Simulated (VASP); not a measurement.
# Al2Cu (P-3m1) in VASP: notebook

Al2Cu is run at these levels: PBE; tasks: single point.

Everything below comes from runs of VASP 6.6.1. Logs are shortened: lines on timing, memory, paths and dates and some standing lists are left out, and cuts for length are marked.

## Step 1: The cell of the first run

It takes space group P-3m1 (No. 164, trigonal). Conventional cell: a = 4.362 Å, b = 4.362 Å, c = 2.671 Å, α = 90.00°, β = 90.00°, γ = 120.00°. Al (site symmetry 3m) has 6 Cu at 2.67 to 3.08 Å and 8 Al at 2.67 to 3.08 Å within 3.5 Å. Cu (site symmetry -3m) has 12 Al at 2.67 to 3.08 Å and 2 Cu at 2.67 Å within 3.5 Å.

## Step 2: Single point, PBE

The input, INCAR:

```
ALGO = Normal
EDIFF = 1E-7
ENCUT = 520
GGA = PE
ISIF = 2
ISMEAR = 0
LASPH = True
LCHARG = False
LREAL = False
LWAVE = False
NBANDS = 16
NELM = 80
PREC = Accurate
SIGMA = 0.1
```

The input, KPOINTS:

```
k-points
0
Gamma
  6 6 6
```

The input, POSCAR:

```
Al2Cu
1.0
    4.3620451000      0.0000000000      0.0000000000
   -2.1810225500      3.7776418700      0.0000000000
    0.0000000000      0.0000000000      2.6711961800
Al Cu
2 1
Direct
    0.6666666700      0.3333333300      0.6666666700
    0.3333333300      0.6666666700      0.3333333300
    0.0000000000      0.0000000000      0.0000000000
```

Potentials or basis: VASP PAW PBE potentials, release 64 (Al, Cu).

Launch:

```bash
$ cat potpaw_PBE.64/Al/POTCAR potpaw_PBE.64/Cu/POTCAR > POTCAR
$ mpirun -np 1 vasp_std > vasp.out
```

OUTCAR:

```text
EDIFF = 1E-7
   ENCUT = 520
   GGA = PE
   ISIF = 2
   ISMEAR = 0
   LASPH = True
   LREAL = False
   NELM = 80
   PREC = Accurate

 ion  position               nearest neighbor table
   1  0.667  0.333  0.667-   3 2.67   2 2.67   2 2.67   3 2.67   3 2.67   2 2.67   2 3.08   2 3.08
                             2 3.08
   2  0.333  0.667  0.333-   3 2.67   1 2.67   1 2.67   3 2.67   3 2.67   1 2.67   1 3.08   1 3.08
                             1 3.08
   3  0.000  0.000  0.000-   1 2.67   2 2.67   1 2.67   2 2.67   1 2.67   2 2.67

  LATTYP: Found a hexagonal cell.
 ALAT       =     4.3620451000
 C/A-ratio  =     0.6123724351

  Lattice vectors:

 A1 = (   4.3620451000,   0.0000000000,   0.0000000000)
 A2 = (  -2.1810225500,   3.7776418700,   0.0000000000)
 A3 = (   0.0000000000,   0.0000000000,   2.6711961800)

Analysis of symmetry for initial positions (statically):
=====================================================================
 Subroutine PRICEL returns:
 Original cell was already a primitive cell.

 Routine SETGRP: Setting up the symmetry group for a
 hexagonal supercell.

 Subroutine GETGRP returns: Found 12 space group operations
 (whereof 12 operations were pure point group operations)
 out of a pool of 24 trial point group operations.

The static configuration has the point symmetry D_3d.

Analysis of symmetry for dynamics (positions and initial velocities):
=====================================================================
 Subroutine PRICEL returns:
 Original cell was already a primitive cell.

 Routine SETGRP: Setting up the symmetry group for a
 hexagonal supercell.

 Subroutine GETGRP returns: Found 12 space group operations
 (whereof 12 operations were pure point group operations)
 out of a pool of 24 trial point group operations.

The dynamic configuration has the point symmetry D_3d.

 Subroutine INISYM returns: Found 12 space group operations
 (whereof 12 operations are pure point group operations),
 and found     1 'primitive' translations

----------------------------------------------------------------------------------------

                                     Primitive cell

  volume of cell :      44.0166

[... 82 lines left out ...]
   ISTART =      0    job   : 0-new  1-cont  2-samecut
   ICHARG =      2    charge: 1-file 2-atom 10-const
   ISPIN  =      1    spin polarized calculation?
   LNONCOLLINEAR =      F non collinear calculations
   LSORBIT =      F    spin-orbit coupling
   LASPH  =      T    aspherical Exc in radial PAW
   ENCUT  =  520.0 eV  38.22 Ry    6.18 a.u.   8.11  8.11  4.97*2*pi/ulx,y,z
   NELM   =     80;   NELMIN=  2; NELMDL= -5     # of ELM steps
   EDIFF  = 0.1E-06   stopping-criterion for ELM
   LREAL  =      F    real-space projection
   EDIFFG = 0.1E-05   stopping-criterion for IOM
   NSW    =      0    number of steps for IOM
   IBRION =     -1    ionic relax: 0-MD 1-quasi-New 2-CG
   NFREE  =      0    steps in history (QN), initial steepest desc. (CG)
   ISIF   =      2    stress and relaxation
   ISYM   =      2    0-nonsym 1-usesym 2-fastsym
   POTIM  = 0.5000    time-step for ionic-motion
   TEBEG  =    0.0;   TEEND  =   0.0 temperature during run
   PSTRESS=    0.0 pullay stress
   NELECT =      17.0000    total number of electrons
   NUPDOWN=      -1.0000    fix difference up-down
   EMIN   =  10.00;   EMAX   =-10.00  energy-range for DOS
   EFERMI =   0.00;   METHOD = LEGACY
   ISMEAR =     0;   SIGMA  =   0.10  broadening in eV -4-tet -1-fermi 0-gaus
   EFERMI_NEDOS =   21; number of points for ismear=-14 and -15
   IALGO  =     38    algorithm
   IMIX   =      4    mixing-type and parameters
     AMIX     =   0.40;   BMIX     =  1.00
     AMIX_MAG =   1.60;   BMIX_MAG =  1.00
  volume/ion in A,a.u.               =      14.67        99.01
  Fermi-wavevector in a.u.,A,eV,Ry     =   1.192209  2.252947 19.338793  1.421361
  Thomas-Fermi vector in A             =   2.328252
   LORBIT       =      0    0 simple, 1 ext, 2 COOP (PROOUT), +10 PAW based schemes
   GGA     = PE    functional components
   LHFCALC =     F    Hartree Fock is set to
   AEXX    =    0.0000 exact exchange contribution
   IVDW    =     0    specifies the selected vdW correction
   LEPSILON=     F    determine dielectric tensor
   LRPA    =     F    only Hartree local field effects (RPA)
 non-spin polarized calculation
 Gauss-broadening in eV      SIGMA  =   0.10
  energy-cutoff  :      520.00
  volume of cell :       44.02
 maximum number of plane-waves:      1208
   NGX = 17   NGY = 17   NGZ =  9

 number of electron      17.0000011 magnetization

 Free energy of the ion-electron system (eV)
  ---------------------------------------------------
  ext. energy  EPLUGINS =         0.00000000
  ---------------------------------------------------
  free energy    TOTEN  =       -10.96127220 eV

  energy without entropy =      -10.95305951  energy(sigma->0) =      -10.95716585

 E-fermi :   8.4533     XC(G=0): -10.9455

 val. band max:        8.4502090948   @ k =   0.1667   0.0000   0.3333
 cond. band min:       8.4857837354   @ k =   0.1667   0.1667   0.5000
 fundamental gap:      0.0355746406
 Fermi energy:         8.4533163001

 k-point     1 :       0.0000    0.0000    0.0000
  band No.  band energies     occupation
      1      -2.7999      2.00000
      2       3.8553      2.00000
      3       3.8553      2.00000
      4       4.1347      2.00000
      5       5.3379      2.00000
      6       5.3379      2.00000
[... 433 lines left out ...]
      3       4.1641      2.00000
      4       4.5194      2.00000
      5       4.7504      2.00000
      6       4.9027      2.00000
[... 8 lines left out ...]
     15      16.9108      0.00000
     16      17.4839      0.00000

 [... further k-points ...]
[... 5 lines left out ...]
  --------------------------------------------------------------------------------------
  -------------------------------------------------------------------------------------
  Total        0.1172700      0.1172700      1.5219063      0.0000000      0.0000000      0.0000000
  in kB        4.2685534      4.2685534     55.3964297      0.0000000      0.0000000      0.0000000
  external PRESSURE =      21.3111788 kB  Pullay stress =       0.0000000 kB

 VOLUME and BASIS-vectors are now :
 -----------------------------------------------------------------------------
  energy-cutoff  :      520.00
  volume of cell :       44.02
      direct lattice vectors                 reciprocal lattice vectors
     4.362045100  0.000000000  0.000000000     0.229250266  0.132357703  0.000000000
    -2.181022550  3.777641870  0.000000000     0.000000000  0.264715406  0.000000000
     0.000000000  0.000000000  2.671196180     0.000000000  0.000000000  0.374364117

 POSITION                                       TOTAL-FORCE (eV/Angst)
 -----------------------------------------------------------------------------------
      2.18102      1.25921      1.78080        -0.000000     -0.000000      0.501797
     -0.00000      2.51843      0.89040         0.000000      0.000000     -0.501797
      0.00000      0.00000      0.00000        -0.000000      0.000000      0.000000
 -----------------------------------------------------------------------------------
    total drift:                                0.000000     -0.000000     -0.000000

  FREE ENERGIE OF THE ION-ELECTRON SYSTEM (eV)
  ---------------------------------------------------
  free  energy   TOTEN  =       -10.9612721981 eV

  energy  without entropy=      -10.9530595110  energy(sigma->0) =      -10.95716585
```

Run time: 17 s. Hardware: 1 thread of AMD EPYC 9R45 (Zen 5), shared host; peak memory 0.13 GiB.

Results:

- Free energy: -10.9613 eV
- Pressure: 2.1 GPa
- Largest force: 0.502 eV/Å

Forces on the atoms (eV/Å):
```
Al   0.000  0.000  0.502
Al   0.000  0.000 -0.502
Cu   0.000  0.000  0.000
```

Stress tensor (GPa, compression positive):
```
0.43 0.00 0.00
0.00 0.43 0.00
0.00 0.00 5.54
```

Levels at points of the mesh, in eV from the Fermi level:
```
           k point  band 7  band 8  band 9  band 10  band 11  band 12
(0.00, 0.00, 0.00)   -0.95   -0.82   -0.82    -0.42    -0.42     1.98
(0.50, 0.00, 0.00)   -3.14   -3.12   -1.41     5.84     6.52     6.86
(0.00, 0.00, 0.50)   -2.21    2.30    2.30     2.77     4.29     4.29
(0.50, 0.00, 0.50)   -3.25   -1.86   -1.17     1.23     1.85     2.14
```

Caveat: the k points lie up to 0.39 Å⁻¹ apart.

## Step 3: Single point, PBE

This run uses another cell than the first one, of 15.22 Å³/atom, 1.037 times its volume.

The input, INCAR:

```
SYSTEM = Al2Cu
PREC     = Accurate       ! precision mode
ENCUT    = 520            ! plane-wave cutoff, eV
EDIFF    = 1E-6           ! SCF threshold, eV
ISMEAR   = 0              ! smearing method
SIGMA    = 0.1            ! smearing width, eV
LREAL    = .False.        ! projectors in reciprocal space
LASPH    = .True.         ! aspherical terms in the spheres
NELM     = 60             ! most SCF steps
ALGO     = Fast           ! electronic algorithm
ISIF     = 2              ! what is computed and relaxed
LWAVE    = .False.        ! write WAVECAR
LCHARG   = .True.         ! write CHGCAR
GGA      = PE             ! functional
LELF     = .True.         ! ELF
LVHAR    = .True.       
NBANDS   = 16             ! bands
```

The input, KPOINTS:

```
regular mesh
0
Gamma
  6 6 6
  0 0 0
```

The input, POSCAR:

```
Al2Cu
1.0
    4.2341997053      0.0000000000      0.0000000000
   -2.1170998527      3.6669245095      0.0000000000
    0.0000000000      0.0000000000      2.9409394665
Al Cu
2 1
Direct
    0.6666666667      0.3333333333      0.7537289818
    0.3333333333      0.6666666667      0.2462710182
    0.0000000000      0.0000000000      0.0000000000
```

Potentials or basis: VASP PAW PBE potentials, release 64 (Al, Cu).

Launch:

```bash
$ cat potpaw_PBE.64/Al/POTCAR potpaw_PBE.64/Cu/POTCAR > POTCAR
$ mpirun -np 1 vasp_std > vasp.out
```

Run time: 20 s. Hardware: 1 thread of AMD EPYC 9R45 (Zen 5), shared host; peak memory 0.13 GiB.

It converged, with:

* Free energy: -11.1735 eV
* Pressure: 0.2 GPa
* Largest force: 0.026 eV/Å

Forces on the atoms (eV/Å):
```
Al   0.000  0.000 -0.026
Al   0.000  0.000  0.026
Cu   0.000  0.000  0.000
```

Stress tensor (GPa, compression positive):
```
0.26 0.00 0.00
0.00 0.26 0.00
0.00 0.00 0.00
```

Levels at points of the mesh, in eV from the Fermi level:
```csv
k point,band 5,band 6,band 7,band 8,band 9,band 10,band 11,band 12
"(0.00, 0.00, 0.00)",-3.02,-3.02,0.18,0.18,0.60,0.61,0.61,3.22
"(0.50, 0.00, 0.00)",-3.54,-3.07,-3.02,-2.98,-0.52,7.14,7.32,8.38
"(0.00, 0.00, 0.50)",-3.59,-3.59,-2.24,3.15,3.15,3.89,3.89,3.99
"(0.50, 0.00, 0.50)",-3.44,-3.41,-3.04,-1.71,-1.47,0.58,2.47,2.58
```
